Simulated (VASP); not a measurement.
Input of a VASP 6.6.1 run:

Contents of INCAR:

```
PREC     = Accurate       # precision mode
ENCUT    = 600            # plane-wave cutoff, eV
EDIFF    = 1E-7           # SCF threshold, eV
ISMEAR   = 0              # smearing method
SIGMA    = 0.1            # smearing width, eV
LREAL    = F              # projectors in reciprocal space
LASPH    = T              # aspherical terms in the spheres
NELM     = 100            # most SCF steps
ALGO     = Normal         # electronic algorithm
ISIF     = 3              # what is computed and relaxed
LWAVE    = F              # write WAVECAR
LCHARG   = F              # write CHGCAR
GGA      = PE             # functional
IVDW     = 12             # dispersion correction
IBRION   = 2              # ionic algorithm
NSW      = 100            # ionic steps
EDIFFG   = -0.005         # ionic threshold
```

KPOINTS

```
regular mesh
0
Gamma
  10 10 10
```

POSCAR

```
InSb3
1.0
    0.0000000000      3.7945550000      3.7945550000
    3.7945550000      0.0000000000      3.7945550000
    3.7945550000      3.7945550000      0.0000000000
In Sb
1 3
Direct
    0.0000000000      0.0000000000      0.0000000000
    0.2500000000      0.2500000000      0.2500000000
    0.7500000000      0.7500000000      0.7500000000
    0.5000000000      0.5000000000      0.5000000000
```

Potentials or basis: VASP PAW PBE potentials, release 64 (In_d, Sb).

Command:

```bash
$ cat potpaw_PBE.64/In_d/POTCAR potpaw_PBE.64/Sb/POTCAR > POTCAR
$ mpirun -np 1 vasp_std > vasp.out
```

Question: What does it give for the relaxed cell?

Answer: a = 5.270 Å, b = 5.270 Å, c = 5.270 Å, α = 60.00°, β = 60.00°, γ = 60.00°.

Question: Estimate the dispersion energy per atom.

Answer: -0.490 eV.

Question: What does it give for the relaxed volume?

Answer: 25.87 Å³/atom.

Final structure:
```yaml
crystal:
  lattice:
    - [0.00000, 3.72616, 3.72616]
    - [3.72616, 0.00000, 3.72616]
    - [3.72616, 3.72616, 0.00000]
  atoms:
    - { symbol: In, position: [0.00000, 0.00000, 0.00000] }
    - { symbol: Sb, position: [0.25000, 0.25000, 0.25000] }
    - { symbol: Sb, position: [0.75000, 0.75000, 0.75000] }
    - { symbol: Sb, position: [0.50000, 0.50000, 0.50000] }
```
